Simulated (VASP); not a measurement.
# Sr4TmSi (P6/mmm) in VASP: further runs

Runs on Sr4TmSi. Level: PBE. Tasks: single point.

Program: VASP 6.6.1. These are calculated values, not measurements. Logs are shortened: lines on timing, memory, paths and dates and some standing lists are left out, and cuts for length are marked.

## (1) The cell of the first run

It takes space group P6/mmm (No. 191, hexagonal). Conventional cell: a = 6.231 Å, b = 6.231 Å, c = 6.955 Å, α = 90.00°, β = 90.00°, γ = 120.00°. Sr (site symmetry -6m2) has 5 Sr at 3.48 to 3.60 Å and 3 Si at 3.60 Å within 4.6 Å. Sr (site symmetry -6m2) has 5 Sr at 3.48 to 3.60 Å and 3 Tm at 3.60 Å within 4.6 Å. Tm (site symmetry 6/mmm) has 2 Si at 3.48 Å and 6 Sr at 3.60 Å within 4.6 Å. Si (site symmetry 6/mmm) has 2 Tm at 3.48 Å and 6 Sr at 3.60 Å within 4.6 Å.

The cell was built from a structure type or drawn by symmetry, and may not be a known phase.

## (2) Single point, PBE

Contents of INCAR:

```
  ALGO = Normal
  EDIFF = 1E-6
  ENCUT = 500
  GGA = PE
  GGA_COMPAT = F
  ISIF = 2
  ISMEAR = 0
  LASPH = T
  LCHARG = F
  LMAXMIX = 6
  LREAL = F
  LWAVE = F
  NBANDS = 36
  NELM = 200
  PREC = Accurate
  SIGMA = 0.2
```

Contents of KPOINTS:

```
k-points
0
Gamma
  3 3 3
```

Contents of POSCAR:

```
Sr4TmSi
1.0
    6.2313848331      0.0000000030      0.0000000000
   -3.1156924191      5.3965375648      0.0000000000
    0.0000000000      0.0000000000      6.9546124469
Sr Tm Si
4 1 1
Direct
    0.3333333333      0.6666666667      0.5000000000
    0.6666666667      0.3333333333      0.5000000000
    0.3333333333      0.6666666667      0.0000000000
    0.6666666667      0.3333333333      0.0000000000
    0.0000000000      0.0000000000      0.0000000000
    0.0000000000      0.0000000000      0.5000000000
```

Potentials or basis: VASP PAW PBE potentials, release 64 (Sr_sv, Tm_3, Si), 4f in core.

Launch:

```
cat potpaw_PBE.64/Sr_sv/POTCAR potpaw_PBE.64/Tm_3/POTCAR potpaw_PBE.64/Si/POTCAR > POTCAR
mpirun -np 1 vasp_std > vasp.out
```

OUTCAR:

```text
EDIFF = 1E-6
   ENCUT = 500
   GGA = PE
   ISIF = 2
   ISMEAR = 0
   LASPH = T
   LREAL = F
   NELM = 200
   PREC = Accurate

 ion  position               nearest neighbor table
   1  0.333  0.667  0.500-   3 3.48   3 3.48   6 3.60   2 3.60   2 3.60   6 3.60   6 3.60   2 3.60
                             4 5.00   4 5.00   4 5.00   4 5.00   4 5.00   4 5.00
   2  0.667  0.333  0.500-   4 3.48   4 3.48   6 3.60   1 3.60   1 3.60   6 3.60   6 3.60   1 3.60
                             3 5.00   3 5.00   3 5.00   3 5.00   3 5.00   3 5.00
   3  0.333  0.667  0.000-   1 3.48   1 3.48   5 3.60   4 3.60   4 3.60   5 3.60   5 3.60   4 3.60
                             2 5.00   2 5.00   2 5.00   2 5.00   2 5.00   2 5.00
   4  0.667  0.333  0.000-   2 3.48   2 3.48   5 3.60   3 3.60   3 3.60   5 3.60   5 3.60   3 3.60
                             1 5.00   1 5.00   1 5.00   1 5.00   1 5.00   1 5.00
   5  0.000  0.000  0.000-   6 3.48   6 3.48   3 3.60   4 3.60   4 3.60   3 3.60   4 3.60   3 3.60

   6  0.000  0.000  0.500-   5 3.48   5 3.48   1 3.60   2 3.60   2 3.60   1 3.60   2 3.60   1 3.60

  LATTYP: Found a hexagonal cell.
 ALAT       =     6.2313848331
 C/A-ratio  =     1.1160621007

  Lattice vectors:

 A1 = (   6.2313848331,   0.0000000030,   0.0000000000)
 A2 = (  -3.1156924191,   5.3965375648,   0.0000000000)
 A3 = (   0.0000000000,   0.0000000000,   6.9546124469)

Analysis of symmetry for initial positions (statically):
=====================================================================
 Subroutine PRICEL returns:
 Original cell was already a primitive cell.

 Routine SETGRP: Setting up the symmetry group for a
 hexagonal supercell.

 Subroutine GETGRP returns: Found 24 space group operations
 (whereof 24 operations were pure point group operations)
 out of a pool of 24 trial point group operations.

The static configuration has the point symmetry D_6h.

Analysis of symmetry for dynamics (positions and initial velocities):
=====================================================================
 Subroutine PRICEL returns:
 Original cell was already a primitive cell.

 Routine SETGRP: Setting up the symmetry group for a
 hexagonal supercell.

 Subroutine GETGRP returns: Found 24 space group operations
 (whereof 24 operations were pure point group operations)
 out of a pool of 24 trial point group operations.

The dynamic configuration has the point symmetry D_6h.

 Subroutine INISYM returns: Found 24 space group operations
 (whereof 24 operations are pure point group operations),
 and found     1 'primitive' translations

----------------------------------------------------------------------------------------

                                     Primitive cell

  volume of cell :     233.8690

  direct lattice vectors                    reciprocal lattice vectors
     6.231384833  0.000000003  0.000000000     0.160477972  0.092652000  0.000000000
    -3.115692419  5.396537565  0.000000000    -0.000000000  0.185304001  0.000000000
     0.000000000  0.000000000  6.954612447     0.000000000  0.000000000  0.143789465

  length of vectors
     6.231384833  6.231384833  6.954612447     0.185304001  0.185304001  0.143789465

  position of ions in fractional coordinates (direct lattice)
     0.333333333  0.666666667  0.500000000
     0.666666667  0.333333333  0.500000000
     0.333333333  0.666666667  0.000000000
     0.666666667  0.333333333  0.000000000
     0.000000000  0.000000000  0.000000000
     0.000000000  0.000000000  0.500000000

  ion indices of the primitive-cell ions
   primitive index   ion index
                 1           1
                 2           2
                 3           3
                 4           4
                 5           5
                 6           6

----------------------------------------------------------------------------------------

 KPOINTS: k-points

Automatic generation of k-mesh.
 Grid dimensions read from file:
 generate k-points for:    3    3    3

 Generating k-lattice:

  Cartesian coordinates                     Fractional coordinates (reciprocal lattice)
     0.053492657  0.030884000  0.000000000     0.333333333  0.000000000  0.000000000
    -0.000000000  0.061768000  0.000000000     0.000000000  0.333333333  0.000000000
     0.000000000  0.000000000  0.047929822     0.000000000  0.000000000  0.333333333

  Length of vectors
     0.061768000  0.061768000  0.047929822

  Shift w.r.t. Gamma in fractional coordinates (k-lattice)
     0.000000000  0.000000000  0.000000000

 Subroutine IBZKPT returns following result:
 ===========================================

 Found      6 irreducible k-points:

 Following reciprocal coordinates:
            Coordinates               Weight
  0.000000  0.000000  0.000000      1.000000
  0.333333  0.000000  0.000000      6.000000
  0.333333  0.333333  0.000000      2.000000
  0.000000  0.000000  0.333333      2.000000
  0.333333  0.000000  0.333333     12.000000
  0.333333  0.333333  0.333333      4.000000
   k-points           NKPTS =      6   k-points in BZ     NKDIM =      6   number of bands    NBANDS=     36
   number of dos      NEDOS =    301   number of ions     NIONS =      6
   total plane-waves  NPLWV = 124416
   dimension x,y,z NGX =    48 NGY =   48 NGZ =   54
   dimension x,y,z NGXF=    96 NGYF=   96 NGZF=  108
   ions per type =               4   1   1
   NGX,Y,Z   is equivalent  to a cutoff of  12.81, 12.81, 12.91 a.u.
   NGXF,Y,Z  is equivalent  to a cutoff of  25.61, 25.61, 25.82 a.u.
 SYSTEM =  unknown system
   PREC   = accura    normal or accurate (medium, high low for compatibility)
   ISTART =      0    job   : 0-new  1-cont  2-samecut
   ICHARG =      2    charge: 1-file 2-atom 10-const
   ISPIN  =      1    spin polarized calculation?
   LNONCOLLINEAR =      F non collinear calculations
   LSORBIT =      F    spin-orbit coupling
   LASPH  =      T    aspherical Exc in radial PAW
   ENCUT  =  500.0 eV  36.75 Ry    6.06 a.u.  11.36 11.36 12.68*2*pi/ulx,y,z
   NELM   =    200;   NELMIN=  2; NELMDL= -5     # of ELM steps
   EDIFF  = 0.1E-05   stopping-criterion for ELM
   LREAL  =      F    real-space projection
   EDIFFG = 0.1E-04   stopping-criterion for IOM
   NSW    =      0    number of steps for IOM
   IBRION =     -1    ionic relax: 0-MD 1-quasi-New 2-CG
   NFREE  =      0    steps in history (QN), initial steepest desc. (CG)
   ISIF   =      2    stress and relaxation
   ISYM   =      2    0-nonsym 1-usesym 2-fastsym
   POTIM  = 0.5000    time-step for ionic-motion
   TEBEG  =    0.0;   TEEND  =   0.0 temperature during run
   PSTRESS=    0.0 pullay stress
   NELECT =      53.0000    total number of electrons
   NUPDOWN=      -1.0000    fix difference up-down
   EMIN   =  10.00;   EMAX   =-10.00  energy-range for DOS
   EFERMI =   0.00;   METHOD = LEGACY
   ISMEAR =     0;   SIGMA  =   0.20  broadening in eV -4-tet -1-fermi 0-gaus
   EFERMI_NEDOS =   21; number of points for ismear=-14 and -15
   IALGO  =     38    algorithm
   IMIX   =      4    mixing-type and parameters
     AMIX     =   0.40;   BMIX     =  1.00
     AMIX_MAG =   1.60;   BMIX_MAG =  1.00
  volume/ion in A,a.u.               =      38.98       263.04
  Fermi-wavevector in a.u.,A,eV,Ry     =   0.998104  1.886143 13.554287  0.996212
  Thomas-Fermi vector in A             =   2.130305
   LORBIT       =      0    0 simple, 1 ext, 2 COOP (PROOUT), +10 PAW based schemes
   GGA     = PE    functional components
   LHFCALC =     F    Hartree Fock is set to
   AEXX    =    0.0000 exact exchange contribution
   IVDW    =     0    specifies the selected vdW correction
   LEPSILON=     F    determine dielectric tensor
   LRPA    =     F    only Hartree local field effects (RPA)
 non-spin polarized calculation
 Gauss-broadening in eV      SIGMA  =   0.20
  energy-cutoff  :      500.00
  volume of cell :      233.87
 maximum number of plane-waves:      5953
 NGX is ok and might be reduce to    48
   NGX = 23   NGY = 23   NGZ = 25

 number of electron      53.0000003 magnetization

 Free energy of the ion-electron system (eV)
  ---------------------------------------------------
  ext. energy  EPLUGINS =         0.00000000
  ---------------------------------------------------
  free energy    TOTEN  =       -13.82451273 eV

  energy without entropy =      -13.69767107  energy(sigma->0) =      -13.76109190

 E-fermi :   2.4344     XC(G=0):  -8.3579

 val. band max:        2.4159188911   @ k =   0.3333   0.0000   0.0000
 cond. band min:       2.4782847694   @ k =   0.3333   0.0000   0.3333
 fundamental gap:      0.0623658783
 Fermi energy:         2.4343521521

 k-point     1 :       0.0000    0.0000    0.0000
  band No.  band energies     occupation
      1     -34.0443      2.00000
      2     -33.9837      2.00000
      3     -33.5390      2.00000
      4     -33.4761      2.00000
      5     -23.8453      2.00000
      6     -23.8453      2.00000
[... 28 lines left out ...]
     35       3.8049      0.00000
     36       4.6291      0.00000

 k-point     2 :       0.3333    0.0000    0.0000
  band No.  band energies     occupation
      1     -34.0316      2.00000
      2     -33.9966      2.00000
      3     -33.5260      2.00000
      4     -33.4895      2.00000
      5     -23.8457      2.00000
      6     -23.8440      2.00000
[... 28 lines left out ...]
     35       4.2768      0.00000
     36       4.4931      0.00000

 k-point     3 :       0.3333    0.3333    0.0000
  band No.  band energies     occupation
      1     -34.0141      2.00000
      2     -34.0141      2.00000
      3     -33.5078      2.00000
      4     -33.5078      2.00000
      5     -23.8446      2.00000
      6     -23.8446      2.00000
[... 28 lines left out ...]
     35       4.4326      0.00000
     36       4.4433      0.00000

 k-point     4 :       0.0000    0.0000    0.3333
  band No.  band energies     occupation
      1     -34.0430      2.00000
      2     -33.9825      2.00000
      3     -33.5406      2.00000
      4     -33.4775      2.00000
      5     -23.8453      2.00000
      6     -23.8453      2.00000
[... 28 lines left out ...]
     35       4.1825      0.00000
     36       4.1825      0.00000

 k-point     5 :       0.3333    0.0000    0.3333
  band No.  band energies     occupation
      1     -34.0303      2.00000
      2     -33.9953      2.00000
      3     -33.5275      2.00000
      4     -33.4910      2.00000
      5     -23.8457      2.00000
      6     -23.8440      2.00000
[... 28 lines left out ...]
     35       4.3533      0.00000
     36       4.7530      0.00000

 k-point     6 :       0.3333    0.3333    0.3333
  band No.  band energies     occupation
      1     -34.0128      2.00000
      2     -34.0128      2.00000
      3     -33.5093      2.00000
      4     -33.5093      2.00000
      5     -23.8446      2.00000
      6     -23.8446      2.00000
[... 28 lines left out ...]
     35       4.3954      0.00000
     36       4.5943      0.00000

------------------------ aborting loop because EDIFF is reached ----------------------------------------

  FORCE on cell =-STRESS in cart. coord.  units (eV):
  Direction    XX          YY          ZZ          XY          YZ          ZX
  --------------------------------------------------------------------------------------
  -------------------------------------------------------------------------------------
  Total        0.0096668      0.0096668      0.5588876      0.0000000     -0.0000000      0.0000000
  in kB        0.0662245      0.0662245      3.8287969      0.0000000     -0.0000000      0.0000000
  external PRESSURE =       1.3204153 kB  Pullay stress =       0.0000000 kB

 VOLUME and BASIS-vectors are now :
 -----------------------------------------------------------------------------
  energy-cutoff  :      500.00
  volume of cell :      233.87
      direct lattice vectors                 reciprocal lattice vectors
     6.231384833  0.000000003  0.000000000     0.160477972  0.092652000  0.000000000
    -3.115692419  5.396537565  0.000000000    -0.000000000  0.185304001  0.000000000
     0.000000000  0.000000000  6.954612447     0.000000000  0.000000000  0.143789465

 POSITION                                       TOTAL-FORCE (eV/Angst)
 -----------------------------------------------------------------------------------
     -0.00000      3.59769      3.47731         0.000000      0.000000      0.000000
      3.11569      1.79885      3.47731         0.000000     -0.000000      0.000000
     -0.00000      3.59769      0.00000        -0.000000      0.000000      0.000000
      3.11569      1.79885      0.00000         0.000000     -0.000000     -0.000000
      0.00000      0.00000      0.00000         0.000000      0.000000      0.000000
      0.00000      0.00000      3.47731         0.000000      0.000000      0.000000
 -----------------------------------------------------------------------------------
    total drift:                               -0.000000      0.000000      0.000000

  FREE ENERGIE OF THE ION-ELECTRON SYSTEM (eV)
  ---------------------------------------------------
  free  energy   TOTEN  =       -13.8245127328 eV

  energy  without entropy=      -13.6976710691  energy(sigma->0) =      -13.76109190
```

Run time: 58 s. Hardware: 1 thread of Intel Xeon Platinum 8488C (Sapphire Rapids), shared host; peak memory 0.36 GiB.

Results:

- Free energy: -13.8245 eV
- Pressure: 0.1 GPa
- Band gap on the k mesh: zero (an odd number of electrons rules out a gap without spin polarisation)

Levels at points of the mesh, in eV from the Fermi level:
| k point | band 23 | band 24 | band 25 | band 26 | band 27 | band 28 | band 29 | band 30 |
| --- | --- | --- | --- | --- | --- | --- | --- | --- |
| (0.00, 0.00, 0.00) | -1.19 | -1.13 | -0.38 | 0.25 | 0.25 | 0.60 | 0.60 | 0.69 |

Caveat: the k points lie up to 0.39 Å⁻¹ apart, too coarse for converged energies and pressures of a metal; spin-orbit coupling is left out, which moves the levels of the heavy elements; the 4f electrons are frozen in the core, so they carry no moment and show no levels.

(Continued in part 2 of 2.)
